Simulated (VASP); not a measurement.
A run of VASP 6.6.1:

File POSCAR:

```
Zn
1.0
    0.0000000000      1.9777881408      1.9777881408
    1.9777881408      0.0000000000      1.9777881408
    1.9777881408      1.9777881408      0.0000000000
Zn
1
Direct
    0.0000000000      0.0000000000      0.0000000000
```

File INCAR.step1:

```
SYSTEM = Zn
PREC = Accurate
ENCUT = 520
ISMEAR = -1
SIGMA = 0.05
LREAL = .FALSE.
LASPH = .TRUE.
NELM = 80
NBANDS = 12
GGA = PE
ALGO = Normal
EDIFF = 1E-4
LWAVE = .TRUE.
LCHARG = .FALSE.
```

Contents of INCAR.step2:

```
SYSTEM = Zn
PREC = Accurate
ENCUT = 520
EDIFF = 1E-6
ISMEAR = -1
SIGMA = 0.05
LREAL = .FALSE.
LASPH = .TRUE.
NELM = 80
ALGO = Normal
ISIF = 2
LWAVE = .FALSE.
LCHARG = .FALSE.
METAGGA = R2SCAN
LMIXTAU = .TRUE.
NBANDS = 12
ISTART = 1
```

Contents of KPOINTS:

```
Automatic mesh
0
G
  12 12 12
  0 0 0
```

Potentials or basis: VASP PAW PBE potentials, release 64 (Zn).

The run is started by

```bash
$ cat potpaw_PBE.64/Zn/POTCAR > POTCAR
$ cp INCAR.step1 INCAR
$ mpirun -np 1 vasp_std > vasp.out
$ cp INCAR.step2 INCAR
$ mpirun -np 1 vasp_std > vasp.out
```

Hardware: 1 thread of Intel(R) Xeon(R) Platinum 8488C (Sapphire Rapids), on a shared host.

**Question.** Estimate the wall time of this run.

**Answer.** Wall time 28 s on 1 thread of Intel(R) Xeon(R) Platinum 8488C (Sapphire Rapids), with other jobs on the host, peak memory 0.14 GiB. Counts: k points 72.
